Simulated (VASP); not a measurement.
# KNbO3: single point with revpbe exchange, lyp correlation+U

Crystal: KNbO3.

```
K Nb O
1.0
     3.99600    0.00000    0.00000
     0.00000    3.99600    0.00000
     0.00000    0.00000    4.06300
K Nb O
1 1 3
Direct
  0.00000 0.00000 0.01800
  0.50000 0.50000 0.50000
  0.50000 0.50000 0.04400
  0.50000 0.00000 0.54000
  0.00000 0.50000 0.54000
```

* Program: VASP 6.6.1
* Task: single point
* Functional: revpbe exchange, lyp correlation
* Potentials or basis: VASP PAW PBE potentials, release 64 (K_sv, Nb_sv, O)
* Cutoff: 600 eV
* k mesh: 3 × 3 × 3
* Occupations: gaussian, width 0.01 eV
* Spin: no spin polarisation
* Hubbard terms: Nb d U = 6.0 eV
* Dipole correction: no
* Further INCAR settings: ALGO = Normal; EDIFF = 1e-06; NBANDS = 28

| Property | Result |
| --- | --- |
| Pressure | 15.2 GPa |
| Largest force | 1.557 eV/Å |
| Band gap on the k mesh | 2.76 eV (least direct gap 3.27 eV) |

Forces on the atoms (eV/Å):
```
K    0.000  0.000 -0.038
Nb   0.000  0.000  1.333
O    0.000  0.000 -1.557
O    0.000  0.000  0.131
O    0.000  0.000  0.131
```

Stress tensor (GPa, compression positive):
```
13.80  0.00  0.00
 0.00 13.80  0.00
 0.00  0.00 18.01
```

Levels at points of the mesh, in eV from the valence-band top:
| k point | band 18 | band 19 | band 20 | band 21 | band 22 | band 23 |
| --- | --- | --- | --- | --- | --- | --- |
| (0.00, 0.00, 0.00) | -0.71 | -0.52 | -0.52 | 2.76 | 3.23 | 3.23 |

Eigenvalues of the final occupation matrices:
| site | spin | trace | eigenvalues |
| --- | --- | --- | --- |
| site 2 d | 1 | 0.79 | 0.11 0.12 0.12 0.21 0.23 |
| site 2 d | 2 | 0.79 | 0.11 0.12 0.12 0.21 0.23 |

Run time: 32 s on 1 thread of Intel Xeon 8259CL, with other jobs on the host, peak memory 0.18 GiB.

Caveat: the k points lie up to 0.52 Å⁻¹ apart; the PAW data sets were made with another functional, which shifts forces and pressure a little. A k mesh can miss the band edges.
